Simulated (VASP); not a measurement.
Runs of VASP 6.6.1 on Si3Ge. The structure is that of space group P-4m2 (No. 115), or close to it. The cells are those of the table. 

| task | cell | k mesh | cutoff (eV) | smearing | gap on the mesh (eV) | pressure (GPa) | relaxed volume (Å³/atom) | largest force (eV/Å) |
| --- | --- | --- | --- | --- | --- | --- | --- | --- |
| single point | a = 3.916, b = 3.916, c = 5.521 Å, 4 atoms | 6 × 6 × 4 | 520 | gaussian 0.1 eV | 0.40 | -0.1 | - | - |
| single point | a = 3.912, b = 3.912, c = 5.532 Å, 4 atoms | 10 × 10 × 6 | 520 | gaussian 0.02 eV | 0.38 | -0.1 | - | - |
| single point | a = 3.580, b = 3.580, c = 5.062 Å, 4 atoms | 6 × 6 × 4 | 520 | gaussian 0.1 eV | (b) | 38.1 | - | 0.79 |
| relaxation of cell and atoms | relaxed from a = 3.916, b = 3.916, c = 5.521 Å, 4 atoms | 10 × 10 × 6 | 600 | gaussian 0.02 eV | 0.38 | 0.0 | 21.14 | - |
| relaxation of cell and atoms | relaxed from a = 3.580, b = 3.580, c = 5.062 Å, 4 atoms | 6 × 6 × 4 | 600 | gaussian 0.1 eV | 0.40 | -0.2 | (a) | 0.02 |

Alike in all rows: level PBE; potentials or basis VASP PAW PBE potentials, release 64 (Si, Ge_d); no spin polarisation.

Fill in the values left out.

(a) 21.21; (b) none.

Caveats: the volume moved by over 15 % at a fixed basis, so the end points are rough (some runs).

A k mesh can miss the band edges, and the runs leave out spin-orbit coupling on Ge.
